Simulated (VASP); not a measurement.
# WCl4F2 in VASP: further runs

WCl4F2 is run at these levels: PBE; tasks: single point, relaxation of cell and atoms.

All numbers are computed with VASP 6.6.1; they aren't measurements. Logs are shortened: lines on timing, memory, paths and dates and some standing lists are left out, and cuts for length are marked.

**1. The cell of the first run**

The typed cell holds 7 atoms: a = 6.369 Å, b = 6.599 Å, c = 6.867 Å, α = 95.50°, β = 115.32°, γ = 113.77°.

**2. Single point, PBE**

INCAR

```
PREC = Accurate
ENCUT = 520
EDIFF = 1E-6
ISMEAR = 0
SIGMA = 0.1
LREAL = F
LASPH = T
NELM = 100
ALGO = Normal
ISIF = 2
LWAVE = F
LCHARG = T
GGA = PE
LELF = T
LVHAR = T
NBANDS = 37
```

KPOINTS

```
regular mesh
0
Gamma
  4 4 2
```

POSCAR

```
WCl4F2
1.0
   -6.3576790793     -0.3112408433      0.2166583627
    2.9497330533     -5.9018931846     -0.1157213404
    3.0348634368      2.1388487052      5.7772711433
W Cl F
1 4 2
Direct
   -0.0000018976      0.0000028326     -0.0000060390
    0.5685804581      0.6940135083      0.8037160237
    0.8790870478      0.1955100681      0.7509203846
    0.1208397527      0.8045711724      0.2491808615
    0.4314366102      0.3059631585      0.1960556037
    0.0804959757      0.8591721781      0.8134007382
    0.9195620531      0.1407670819      0.1867324273
```

Potentials or basis: VASP PAW PBE potentials, release 64 (W_sv, Cl, F).

Command:

```console
$ cat potpaw_PBE.64/W_sv/POTCAR potpaw_PBE.64/Cl/POTCAR potpaw_PBE.64/F/POTCAR > POTCAR
$ mpirun -np 1 vasp_std > vasp.out
```

OUTCAR:

```text
PREC = Accurate
   ENCUT = 520
   EDIFF = 1E-6
   ISMEAR = 0
   LREAL = F
   LASPH = T
   NELM = 100
   ISIF = 2
   GGA = PE

 ion  position               nearest neighbor table
   1  1.000  0.000  1.000-   6 1.87   7 1.87   3 2.30   4 2.30   2 2.30   5 2.30
   2  0.569  0.694  0.804-   1 2.30
   3  0.879  0.196  0.751-   1 2.30
   4  0.121  0.805  0.249-   1 2.30
   5  0.431  0.306  0.196-   1 2.30
   6  0.080  0.859  0.813-   1 1.87
   7  0.920  0.141  0.187-   1 1.87

  LATTYP: Found a triclinic cell.
 ALAT       =    11.6009805046
 B/A-ratio  =     0.6114004455
 C/A-ratio  =     0.6109072807
 COS(alpha) =     0.0114151090
 COS(beta)  =     0.2942933852
 COS(gamma) =     0.8770075727

  Lattice vectors:

 A1 = (   9.6804947218,  -1.5163670186,  -6.2105878687)
 A2 = (   3.3228156425,  -1.8276078619,  -5.9939295060)
 A3 = (   3.4079460260,   6.2131340279,  -0.1009370223)

Analysis of symmetry for initial positions (statically):
=====================================================================
 Subroutine PRICEL returns:
 Original cell was already a primitive cell.

 Routine SETGRP: Setting up the symmetry group for a
 triclinic supercell.

 Subroutine GETGRP returns: Found  1 space group operations
 (whereof  1 operations were pure point group operations)
 out of a pool of  2 trial point group operations.

The static configuration has the point symmetry C_1 .

Analysis of symmetry for dynamics (positions and initial velocities):
=====================================================================
 Subroutine PRICEL returns:
 Original cell was already a primitive cell.

 Routine SETGRP: Setting up the symmetry group for a
 triclinic supercell.

 Subroutine GETGRP returns: Found  1 space group operations
 (whereof  1 operations were pure point group operations)
 out of a pool of  2 trial point group operations.

The dynamic configuration has the point symmetry C_1 .

 Subroutine INISYM returns: Found  1 space group operations
 (whereof  1 operations are pure point group operations),
 and found     1 'primitive' translations

----------------------------------------------------------------------------------------

                                     Primitive cell

  volume of cell :     225.8640

  direct lattice vectors                    reciprocal lattice vectors
    -6.357679079 -0.311240843  0.216658363    -0.149865958 -0.077004769  0.107234757
     2.949733053 -5.901893185 -0.115721340     0.010012760 -0.165531303  0.056022825
     3.034863437  2.138848705  5.777271143     0.005820811 -0.000427845  0.170192761

  length of vectors
     6.368979116  6.598989292  6.867454530     0.199721888  0.175041208  0.170292809

  position of ions in fractional coordinates (direct lattice)
     0.999998102  0.000002833  0.999993961
     0.568580458  0.694013508  0.803716024
     0.879087048  0.195510068  0.750920385
     0.120839753  0.804571172  0.249180862
     0.431436610  0.305963158  0.196055604
     0.080495976  0.859172178  0.813400738
     0.919562053  0.140767082  0.186732427

  ion indices of the primitive-cell ions
   primitive index   ion index
                 1           1
                 2           2
                 3           3
                 4           4
                 5           5
                 6           6
                 7           7

----------------------------------------------------------------------------------------

 KPOINTS: regular mesh

Automatic generation of k-mesh.
 Grid dimensions read from file:
 generate k-points for:    4    4    2

 Generating k-lattice:

  Cartesian coordinates                     Fractional coordinates (reciprocal lattice)
    -0.037466489 -0.019251192  0.026808689     0.250000000 -0.000000000 -0.000000000
     0.002503190 -0.041382826  0.014005706    -0.000000000  0.250000000  0.000000000
     0.002910405 -0.000213923  0.085096381    -0.000000000  0.000000000  0.500000000

  Length of vectors
     0.049930472  0.043760302  0.085146405

  Shift w.r.t. Gamma in fractional coordinates (k-lattice)
     0.000000000  0.000000000  0.000000000

 Subroutine IBZKPT returns following result:
 ===========================================

 Found     20 irreducible k-points:

 Following reciprocal coordinates:
            Coordinates               Weight
  0.000000  0.000000  0.000000      1.000000
  0.250000  0.000000  0.000000      2.000000
  0.500000  0.000000  0.000000      1.000000
 -0.000000  0.250000  0.000000      2.000000
  0.250000  0.250000 -0.000000      2.000000
  0.500000  0.250000  0.000000      2.000000
[... 12 lines left out ...]
  0.250000  0.500000  0.500000      2.000000
  0.500000  0.500000  0.500000      1.000000
   k-points           NKPTS =     20   k-points in BZ     NKDIM =     20   number of bands    NBANDS=     37
   number of dos      NEDOS =    301   number of ions     NIONS =      7
   total plane-waves  NPLWV = 129600
   dimension x,y,z NGX =    48 NGY =   50 NGZ =   54
   dimension x,y,z NGXF=    96 NGYF=  100 NGZF=  108
   ions per type =               1   4   2
   NGX,Y,Z   is equivalent  to a cutoff of  12.53, 12.60, 13.07 a.u.
   NGXF,Y,Z  is equivalent  to a cutoff of  25.06, 25.19, 26.14 a.u.
 SYSTEM =  unknown system
   PREC   = accura    normal or accurate (medium, high low for compatibility)
   ISTART =      0    job   : 0-new  1-cont  2-samecut
   ICHARG =      2    charge: 1-file 2-atom 10-const
   ISPIN  =      1    spin polarized calculation?
   LNONCOLLINEAR =      F non collinear calculations
   LSORBIT =      F    spin-orbit coupling
   LASPH  =      T    aspherical Exc in radial PAW
   ENCUT  =  520.0 eV  38.22 Ry    6.18 a.u.  11.84 12.27 12.77*2*pi/ulx,y,z
   NELM   =    100;   NELMIN=  2; NELMDL= -5     # of ELM steps
   EDIFF  = 0.1E-05   stopping-criterion for ELM
   LREAL  =      F    real-space projection
   EDIFFG = 0.1E-04   stopping-criterion for IOM
   NSW    =      0    number of steps for IOM
   IBRION =     -1    ionic relax: 0-MD 1-quasi-New 2-CG
   NFREE  =      0    steps in history (QN), initial steepest desc. (CG)
   ISIF   =      2    stress and relaxation
   ISYM   =      2    0-nonsym 1-usesym 2-fastsym
   POTIM  = 0.5000    time-step for ionic-motion
   TEBEG  =    0.0;   TEEND  =   0.0 temperature during run
   PSTRESS=    0.0 pullay stress
   NELECT =      56.0000    total number of electrons
   NUPDOWN=      -1.0000    fix difference up-down
   EMIN   =  10.00;   EMAX   =-10.00  energy-range for DOS
   EFERMI =   0.00;   METHOD = LEGACY
   ISMEAR =     0;   SIGMA  =   0.10  broadening in eV -4-tet -1-fermi 0-gaus
   EFERMI_NEDOS =   21; number of points for ismear=-14 and -15
   IALGO  =     38    algorithm
   IMIX   =      4    mixing-type and parameters
     AMIX     =   0.40;   BMIX     =  1.00
     AMIX_MAG =   1.60;   BMIX_MAG =  1.00
  volume/ion in A,a.u.               =      32.27       217.74
  Fermi-wavevector in a.u.,A,eV,Ry     =   1.028463  1.943512 14.391362  1.057735
  Thomas-Fermi vector in A             =   2.162460
   LORBIT       =      0    0 simple, 1 ext, 2 COOP (PROOUT), +10 PAW based schemes
   GGA     = PE    functional components
   LHFCALC =     F    Hartree Fock is set to
   AEXX    =    0.0000 exact exchange contribution
   IVDW    =     0    specifies the selected vdW correction
   LEPSILON=     F    determine dielectric tensor
   LRPA    =     F    only Hartree local field effects (RPA)
 non-spin polarized calculation
 Gauss-broadening in eV      SIGMA  =   0.10
  energy-cutoff  :      520.00
  volume of cell :      225.86
 maximum number of plane-waves:      6110
   NGX = 23   NGY = 25   NGZ = 25

 number of electron      56.0000002 magnetization

 Free energy of the ion-electron system (eV)
  ---------------------------------------------------
  ext. energy  EPLUGINS =         0.00000000
  ---------------------------------------------------
  free energy    TOTEN  =       -34.23432636 eV

  energy without entropy =      -34.23432636  energy(sigma->0) =      -34.23432636

 E-fermi :  -2.0088     XC(G=0):  -6.7287

 val. band max:       -2.6811566762   @ k =  -0.0000   0.5000   0.5000
 cond. band min:      -0.8535699043   @ k =   0.5000   0.5000   0.5000
 fundamental gap:      1.8275867719
 Fermi energy:        -2.0088276756

 k-point     1 :       0.0000    0.0000    0.0000
  band No.  band energies     occupation
      1     -77.9074      2.00000
      2     -42.2502      2.00000
      3     -41.9120      2.00000
      4     -41.9112      2.00000
      5     -25.2491      2.00000
      6     -24.4299      2.00000
[... 29 lines left out ...]
     36       6.6305      0.00000
     37       7.3198      0.00000

 k-point     2 :       0.2500    0.0000    0.0000
  band No.  band energies     occupation
      1     -77.9074      2.00000
      2     -42.2502      2.00000
      3     -41.9120      2.00000
      4     -41.9112      2.00000
      5     -25.2484      2.00000
      6     -24.4305      2.00000
[... 29 lines left out ...]
     36       6.7518      0.00000
     37       6.9903      0.00000

 k-point     3 :       0.5000    0.0000    0.0000
  band No.  band energies     occupation
      1     -77.9074      2.00000
      2     -42.2502      2.00000
      3     -41.9120      2.00000
      4     -41.9112      2.00000
      5     -25.2478      2.00000
      6     -24.4313      2.00000
[... 29 lines left out ...]
     36       6.8316      0.00000
     37       6.8583      0.00000
[... 601 lines left out ...]
 k-point    19 :       0.2500    0.5000    0.5000
  band No.  band energies     occupation
      1     -77.9074      2.00000
      2     -42.2502      2.00000
      3     -41.9120      2.00000
      4     -41.9112      2.00000
      5     -25.2479      2.00000
      6     -24.4309      2.00000
[... 29 lines left out ...]
     36       6.5821      0.00000
     37       6.9374      0.00000

 k-point    20 :       0.5000    0.5000    0.5000
  band No.  band energies     occupation
      1     -77.9074      2.00000
      2     -42.2502      2.00000
      3     -41.9120      2.00000
      4     -41.9112      2.00000
      5     -25.2472      2.00000
      6     -24.4315      2.00000
[... 29 lines left out ...]
     36       6.7267      0.00000
     37       6.8559      0.00000

------------------------ aborting loop because EDIFF is reached ----------------------------------------

  FORCE on cell =-STRESS in cart. coord.  units (eV):
  Direction    XX          YY          ZZ          XY          YZ          ZX
  --------------------------------------------------------------------------------------
  -------------------------------------------------------------------------------------
  Total        0.7225001     -0.0318407      0.2733879     -0.2361420     -0.1191441      0.5312374
  in kB        5.1250892     -0.2258638      1.9392904     -1.6750849     -0.8451548      3.7683583
  external PRESSURE =       2.2795053 kB  Pullay stress =       0.0000000 kB

 VOLUME and BASIS-vectors are now :
 -----------------------------------------------------------------------------
  energy-cutoff  :      520.00
  volume of cell :      225.86
      direct lattice vectors                 reciprocal lattice vectors
    -6.357679079 -0.311240843  0.216658363    -0.149865958 -0.077004769  0.107234757
     2.949733053 -5.901893185 -0.115721340     0.010012760 -0.165531303  0.056022825
     3.034863437  2.138848705  5.777271143     0.005820811 -0.000427845  0.170192761

 POSITION                                       TOTAL-FORCE (eV/Angst)
 -----------------------------------------------------------------------------------
     -3.32281      1.82758      5.99389         0.003651     -0.000834      0.003293
      0.87147     -2.55393      4.68616         0.007610      0.006007     -0.002945
     -2.73331      0.17862      4.50611         0.003786     -0.013144     -0.010510
      2.36124     -4.25314      1.37266        -0.004456      0.013273      0.010274
     -1.24542     -1.52071      1.19073        -0.006439     -0.005520      0.003947
      4.49112     -3.35605      4.61725        -0.280255      0.077559     -0.193242
     -4.86435     -0.71761      1.26174         0.276103     -0.077340      0.189182
 -----------------------------------------------------------------------------------
    total drift:                                0.000007     -0.000009     -0.000019

  FREE ENERGIE OF THE ION-ELECTRON SYSTEM (eV)
  ---------------------------------------------------
  free  energy   TOTEN  =       -34.2343263622 eV

  energy  without entropy=      -34.2343263622  energy(sigma->0) =      -34.23432636
```

Wall time 86 s (1 thread of Intel Xeon 6975P-C (Granite Rapids), shared host); peak memory 0.41 GiB.

What came out:

```yaml
Free_energy: -34.2343 eV
Pressure: 0.2 GPa
Largest_force: 0.349 eV/Å
Band_gap_on_the_k_mesh: 1.83 eV, indirect (least direct gap 1.91 eV)
```

Forces in eV/Å, atoms in the order of the input:
```
W    0.004 -0.001  0.003
Cl   0.008  0.006 -0.003
Cl   0.004 -0.013 -0.011
Cl  -0.004  0.013  0.010
Cl  -0.006 -0.006  0.004
F   -0.280  0.078 -0.193
F    0.276 -0.077  0.189
```

Caveat: the k points lie up to 0.53 Å⁻¹ apart; spin-orbit coupling is left out, which moves the levels of the heavy elements. A hybrid or GW would open this gap; PBE tends to underestimate it.

[end of part 1 of 2]
